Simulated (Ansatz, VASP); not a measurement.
## One calculation of Mg6O5, two programs

File INCAR:

```
SYSTEM = Mg6O5
PREC = Accurate
ENCUT = 520
EDIFF = 1E-6
ISMEAR = 0
SIGMA = 0.05
LREAL = .False.
LASPH = .True.
NELM = 80
ALGO = Normal
ISIF = 2
LWAVE = .False.
LCHARG = .False.
GGA = PE
NBANDS = 32
```

KPOINTS

```
regular mesh
0
Gamma
  4 4 4
  0 0 0
```

POSCAR

```
Mg6O5
1.0
    5.6337039799      0.0000000000      0.0000000000
    0.0000000000      5.6337039799      0.0000000000
    0.0000000000      0.0000000000      5.6337039799
Mg O
6 5
Direct
    0.2500000000      0.0000000000      0.5000000000
    0.0000000000      0.5000000000      0.2500000000
    0.5000000000      0.7500000000      0.0000000000
    0.7500000000      0.0000000000      0.5000000000
    0.0000000000      0.5000000000      0.7500000000
    0.5000000000      0.2500000000      0.0000000000
    0.5000000000      0.0000000000      0.2500000000
    0.0000000000      0.7500000000      0.5000000000
    0.7500000000      0.5000000000      0.0000000000
    0.5000000000      0.0000000000      0.7500000000
    0.0000000000      0.2500000000      0.5000000000
```

Input for Ansatz:

```yaml
crystal:
  lattice:
    - [5.6337039799, 0.0, 0.0]
    - [0.0, 5.6337039799, 0.0]
    - [0.0, 0.0, 5.6337039799]
  atoms:
    - { symbol: Mg, position: [0.25, 0.0, 0.5] }
    - { symbol: Mg, position: [0.0, 0.5, 0.25] }
    - { symbol: Mg, position: [0.5, 0.75, 0.0] }
    - { symbol: Mg, position: [0.75, 0.0, 0.5] }
    - { symbol: Mg, position: [0.0, 0.5, 0.75] }
    - { symbol: Mg, position: [0.5, 0.25, 0.0] }
    - { symbol: O, position: [0.5, 0.0, 0.25] }
    - { symbol: O, position: [0.0, 0.75, 0.5] }
    - { symbol: O, position: [0.75, 0.5, 0.0] }
    - { symbol: O, position: [0.5, 0.0, 0.75] }
    - { symbol: O, position: [0.0, 0.25, 0.5] }
basis:
  ecutwfc: 420
kpoints:
  mp_grid: { grid: [4, 4, 4] }
hamiltonian:
  xc: pbe
  pseudopotentials: { kind: paw, azcp: { folder: soft_1 } }
scf:
  occupations: { method: gaussian, width: 0.05 }
output:
  forces: true
  stress: true
  eigenvalues: true
  write_density: true
  write_potential: true
  elf: true
  volumetric_format: npy
```

Change from the starting cell: O vacancy; atom 9 moved 0.000 of the way to it and +0.000 Å across, host rigid.

Alike in both runs: task single point; functional PBE; k mesh 4 × 4 × 4; occupations gaussian, width 0.05 eV; no spin polarisation.

|  | VASP | Ansatz |
| --- | --- | --- |
| version | VASP 6.6.1 | Ansatz 0.2.0 |
| potentials or method | VASP PAW PBE potentials, release 64 (Mg, O), cutoff 520 eV | scalar-relativistic, plane waves, PAW |
| valence electrons in the cell | 42 | 90 |

Ansatz gave:

- gap on the k mesh at the Fermi level (eV): 1.16
- least direct gap on the mesh (eV): 2.00
- pressure (GPa): 0.1
- traceless stress, the component that is largest in VASP (GPa): -1.29
- rms of the force components (eV/Å): 0.127

Task: Which values does VASP return?

Result: gap on the k mesh at the Fermi level (eV): 1.17; least direct gap on the mesh (eV): 2.01; pressure (GPa): -0.2; traceless stress, the component that is largest in VASP (GPa): -1.32; rms of the force components (eV/Å): 0.130.

Atom by atom the forces differ by 0.006 eV/Å (rms over components). VASP's potentials hold 42 valence electrons a cell and Ansatz's 90, so a difference there can come from the potentials and not from the codes.
